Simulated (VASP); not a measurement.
# WF2 (P-3m1) in VASP: single point with PBE+U

Aim: the single point of WF2 with PBE+U.

Program: VASP 6.6.1. These are calculated values, not measurements. Logs are shortened: lines on timing, memory, paths and dates and some standing lists are left out, and cuts for length are marked.

## 1. The cell of the first run

Symmetry: P-3m1, No. 164, trigonal system. The conventional cell has a = 3.596 Å, b = 3.596 Å, c = 5.628 Å, α = 90.00°, β = 90.00°, γ = 120.00°. W (site symmetry -3m) has 6 F at 2.26 Å within 3.0 Å. Within 3.0 Å of F (site symmetry 3m) lie 3 W at 2.26 Å and 3 F at 2.73 Å.

## 2. Single point, PBE+U

The input, INCAR:

```
PREC = Accurate ; ENCUT = 520
EDIFF = 1E-6 ; ISMEAR = 0
SIGMA = 0.1 ; LREAL = False
LASPH = True ; NELM = 150
ALGO = Normal ; ISIF = 2
LWAVE = False ; LCHARG = False
LMAXMIX = 4 ; LDAU = True
LDAUTYPE = 2 ; LDAUL = 2 -1
LDAUU = 6.2 0 ; LDAUJ = 0 0
LDAUPRINT = 1 ; GGA = PE
NBANDS = 21
```

The input, KPOINTS:

```
regular mesh
0
Gamma
  12 12 8
```

The input, POSCAR:

```
WF2
1.0
    3.5960776248      0.0000000000      0.0000000000
   -1.7980388124      3.1142945771      0.0000000000
    0.0000000000      0.0000000000      5.6280921065
W F
1 2
Direct
    0.0000000000      0.0000000000      0.0000000000
    0.3333333333      0.6666666667      0.1580348578
    0.6666666667      0.3333333333      0.8419651422
```

Potentials or basis: VASP PAW PBE potentials, release 64 (W_sv, F).

On the command line:

```
> cat potpaw_PBE.64/W_sv/POTCAR potpaw_PBE.64/F/POTCAR > POTCAR
> mpirun -np 1 vasp_std > vasp.out
```

OUTCAR:

```text
PREC = Accurate
   ENCUT = 520
   EDIFF = 1E-6
   ISMEAR = 0
   LREAL = False
   LASPH = True
   NELM = 150
   ISIF = 2
   GGA = PE

 ion  position               nearest neighbor table
   1  0.000  0.000  0.000-   2 2.26   3 2.26   3 2.26   2 2.26   3 2.26   2 2.26
   2  0.333  0.667  0.158-   1 2.26   1 2.26   1 2.26
   3  0.667  0.333  0.842-   1 2.26   1 2.26   1 2.26

  LATTYP: Found a hexagonal cell.
 ALAT       =     3.5960776248
 C/A-ratio  =     1.5650641320

  Lattice vectors:

 A1 = (   3.5960776248,   0.0000000000,   0.0000000000)
 A2 = (  -1.7980388124,   3.1142945771,   0.0000000000)
 A3 = (   0.0000000000,   0.0000000000,   5.6280921065)

Analysis of symmetry for initial positions (statically):
=====================================================================
 Subroutine PRICEL returns:
 Original cell was already a primitive cell.

 Routine SETGRP: Setting up the symmetry group for a
 hexagonal supercell.

 Subroutine GETGRP returns: Found 12 space group operations
 (whereof 12 operations were pure point group operations)
 out of a pool of 24 trial point group operations.

The static configuration has the point symmetry D_3d.

Analysis of symmetry for dynamics (positions and initial velocities):
=====================================================================
 Subroutine PRICEL returns:
 Original cell was already a primitive cell.

 Routine SETGRP: Setting up the symmetry group for a
 hexagonal supercell.

 Subroutine GETGRP returns: Found 12 space group operations
 (whereof 12 operations were pure point group operations)
 out of a pool of 24 trial point group operations.

The dynamic configuration has the point symmetry D_3d.

 Subroutine INISYM returns: Found 12 space group operations
 (whereof 12 operations are pure point group operations),
 and found     1 'primitive' translations

[... 143 lines left out ...]
spin component  1

  0.2613 -0.0000 -0.0000  0.1967  0.0000
 -0.0000  0.2870  0.0000 -0.0000  0.1967
 -0.0000  0.0000  0.5210 -0.0000  0.0000
  0.1967 -0.0000 -0.0000  0.2870 -0.0000
  0.0000  0.1967  0.0000 -0.0000  0.2613

spin component  2

  0.2613 -0.0000 -0.0000  0.1967  0.0000
 -0.0000  0.2870  0.0000 -0.0000  0.1967
 -0.0000  0.0000  0.5210 -0.0000  0.0000
  0.1967 -0.0000 -0.0000  0.2870 -0.0000
  0.0000  0.1967  0.0000 -0.0000  0.2613

 occupancies and eigenvectors

  o =  0.0770  v = -0.7298  0.0000 -0.0000  0.6837  0.0000  0.0000  0.0000  0.0000  0.0000  0.0000      0.0000  0.0000  0.0000  0.0000  0.0000  0.0000  0.0000  0.0000  0.0000  0.0000
  o =  0.0770  v =  0.0000  0.0000  0.0000  0.0000  0.0000 -0.7298  0.0000 -0.0000  0.6837  0.0000      0.0000  0.0000  0.0000  0.0000  0.0000  0.0000  0.0000  0.0000  0.0000  0.0000
  o =  0.0770  v =  0.0000 -0.6837 -0.0000 -0.0000  0.7298  0.0000  0.0000  0.0000  0.0000  0.0000      0.0000  0.0000  0.0000  0.0000  0.0000  0.0000  0.0000  0.0000  0.0000  0.0000
  o =  0.0770  v =  0.0000  0.0000  0.0000  0.0000  0.0000  0.0000 -0.6837 -0.0000 -0.0000  0.7298      0.0000  0.0000  0.0000  0.0000  0.0000  0.0000  0.0000  0.0000  0.0000  0.0000
  o =  0.4712  v =  0.0000  0.0000  0.0000  0.0000  0.0000  0.6837  0.0000 -0.0000  0.7298  0.0000      0.0000  0.0000  0.0000  0.0000  0.0000  0.0000  0.0000  0.0000  0.0000  0.0000
  o =  0.4712  v =  0.6837  0.0000 -0.0000  0.7298  0.0000  0.0000  0.0000  0.0000  0.0000  0.0000      0.0000  0.0000  0.0000  0.0000  0.0000  0.0000  0.0000  0.0000  0.0000  0.0000
  o =  0.4712  v =  0.0000  0.0000  0.0000  0.0000  0.0000  0.0000  0.7298 -0.0000 -0.0000  0.6837      0.0000  0.0000  0.0000  0.0000  0.0000  0.0000  0.0000  0.0000  0.0000  0.0000
  o =  0.4712  v =  0.0000  0.7298 -0.0000 -0.0000  0.6837  0.0000  0.0000  0.0000  0.0000  0.0000      0.0000  0.0000  0.0000  0.0000  0.0000  0.0000  0.0000  0.0000  0.0000  0.0000
  o =  0.5210  v =  0.0000 -0.0000 -1.0000 -0.0000 -0.0000  0.0000  0.0000  0.0000  0.0000  0.0000      0.0000  0.0000  0.0000  0.0000  0.0000  0.0000  0.0000  0.0000  0.0000  0.0000
  o =  0.5210  v =  0.0000  0.0000  0.0000  0.0000  0.0000  0.0000 -0.0000 -1.0000 -0.0000 -0.0000      0.0000  0.0000  0.0000  0.0000  0.0000  0.0000  0.0000  0.0000  0.0000  0.0000

 number of electron      28.0000008 magnetization

 Free energy of the ion-electron system (eV)
  ---------------------------------------------------
  ext. energy  EPLUGINS =         0.00000000
  ---------------------------------------------------
  free energy    TOTEN  =       -11.67344580 eV

  energy without entropy =      -11.63628505  energy(sigma->0) =      -11.65486542

 E-fermi :   2.1368     XC(G=0):  -8.1384

 val. band max:        2.1344246341   @ k =   0.3333   0.3333   0.2500
 cond. band min:       2.1396142188   @ k =   0.3333   0.3333   0.3750
 fundamental gap:      0.0051895847
 Fermi energy:         2.1367683511

 k-point     1 :       0.0000    0.0000    0.0000
  band No.  band energies     occupation
      1     -73.1279      2.00000
      2     -37.5028      2.00000
      3     -37.5028      2.00000
      4     -36.8045      2.00000
      5     -23.8129      2.00000
      6     -23.1451      2.00000
[... 565 lines left out ...]
     20       9.5211      0.00000
     21      12.5217      0.00000

 [... further k-points ...]

------------------------ aborting loop because EDIFF is reached ----------------------------------------

  FORCE on cell =-STRESS in cart. coord.  units (eV):
  Direction    XX          YY          ZZ          XY          YZ          ZX
  --------------------------------------------------------------------------------------
  -------------------------------------------------------------------------------------
  Total       -2.4590055     -2.4590055     -0.2771650     -0.0000000     -0.0000000      0.0000000
  in kB      -62.5057752    -62.5057752     -7.0452936     -0.0000000     -0.0000000      0.0000000
  external PRESSURE =     -44.0189480 kB  Pullay stress =       0.0000000 kB

 VOLUME and BASIS-vectors are now :
 -----------------------------------------------------------------------------
  energy-cutoff  :      520.00
  volume of cell :       63.03
      direct lattice vectors                 reciprocal lattice vectors
     3.596077625  0.000000000  0.000000000     0.278080760  0.160550002  0.000000000
    -1.798038812  3.114294577  0.000000000     0.000000000  0.321100004  0.000000000
     0.000000000  0.000000000  5.628092106     0.000000000  0.000000000  0.177680106

 POSITION                                       TOTAL-FORCE (eV/Angst)
 -----------------------------------------------------------------------------------
      0.00000      0.00000      0.00000         0.000000      0.000000      0.000000
     -0.00000      2.07620      0.88943        -0.000000     -0.000000      0.048127
      1.79804      1.03810      4.73866        -0.000000      0.000000     -0.048127
 -----------------------------------------------------------------------------------
    total drift:                                0.000000      0.000000      0.000000

  FREE ENERGIE OF THE ION-ELECTRON SYSTEM (eV)
  ---------------------------------------------------
  free  energy   TOTEN  =       -11.6734457951 eV

  energy  without entropy=      -11.6362850468  energy(sigma->0) =      -11.65486542
```

OSZICAR:

```text
N       E                     dE             d eps       ncg     rms          rms(c)
DAV:   1     0.263287073042E+03    0.26329E+03   -0.14995E+04  5502   0.133E+03
DAV:   2     0.175146491425E+01   -0.26154E+03   -0.25372E+03  6627   0.379E+02
DAV:   3    -0.129486238723E+02   -0.14700E+02   -0.14468E+02  6395   0.883E+01
DAV:   4    -0.131241106147E+02   -0.17549E+00   -0.17527E+00  5783   0.110E+01
DAV:   5    -0.131263894249E+02   -0.22788E-02   -0.22787E-02  6300   0.124E+00    0.128E+01
DAV:   6    -0.112344190907E+02    0.18920E+01   -0.11823E+01  5847   0.254E+01    0.567E+00
DAV:   7    -0.113879767278E+02   -0.15356E+00   -0.67134E-01  5682   0.671E+00    0.335E+00
DAV:   8    -0.116345945066E+02   -0.24662E+00   -0.22694E-01  6086   0.260E+00    0.114E+00
DAV:   9    -0.116838880029E+02   -0.49293E-01   -0.10137E-01  5965   0.213E+00    0.110E+00
DAV:  10    -0.116615379473E+02    0.22350E-01   -0.55347E-02  5777   0.629E-01    0.676E-01
DAV:  11    -0.116725485499E+02   -0.11011E-01   -0.20872E-02  5657   0.650E-01    0.194E-01
DAV:  12    -0.116737076447E+02   -0.11591E-02   -0.31795E-03  6092   0.384E-01    0.144E-01
DAV:  13    -0.116734460552E+02    0.26159E-03   -0.25164E-03  5689   0.145E-01    0.378E-02
DAV:  14    -0.116734367221E+02    0.93331E-05   -0.18836E-04  5672   0.617E-02    0.127E-02
DAV:  15    -0.116734589341E+02   -0.22212E-04   -0.94121E-05  5652   0.258E-02    0.255E-02
DAV:  16    -0.116734462580E+02    0.12676E-04   -0.36506E-05  5827   0.201E-02    0.573E-03
DAV:  17    -0.116734457951E+02    0.46293E-06   -0.17037E-06  4017   0.597E-03
   1 F= -.11673446E+02 E0= -.11654865E+02  d E =-.371607E-01
```

stdout:

```text
POSCAR found type information on POSCAR W F
 POSCAR found :  2 types and       3 ions
 scaLAPACK will be used
 LDA part: xc-table for (Slater+PW92), standard interpolation
 POSCAR, INCAR and KPOINTS ok, starting setup
 FFT: planning ... GRIDC
 FFT: planning ... GRID_SOFT
 FFT: planning ... GRID
 WAVECAR not read
 entering main loop
```

Run time: 4.7 min. Hardware: 1 thread of Oxide Virtual Turin-like, shared host; peak memory 0.25 GiB.

What came out:

```
Free energy            : -11.6734 eV
Pressure               : -4.4 GPa
Largest force          : 0.048 eV/Å
Band gap on the k mesh : zero (band 14 reaches 2.21 eV, above the bottom of band 15 at 1.86 eV)
```

Forces in eV/Å, atoms in the order of the input:
```
W    0.000  0.000  0.000
F    0.000  0.000  0.048
F    0.000  0.000 -0.048
```

Eigenvalues of the final occupation matrices:
| site | spin | trace | eigenvalues |
| --- | --- | --- | --- |
| site 1 d | 1 | 1.62 | 0.08 0.08 0.47 0.47 0.52 |
| site 1 d | 2 | 1.62 | 0.08 0.08 0.47 0.47 0.52 |

Caveat: spin-orbit coupling is left out, which moves the levels of the heavy elements; U without spin polarisation on a metal has little footing.
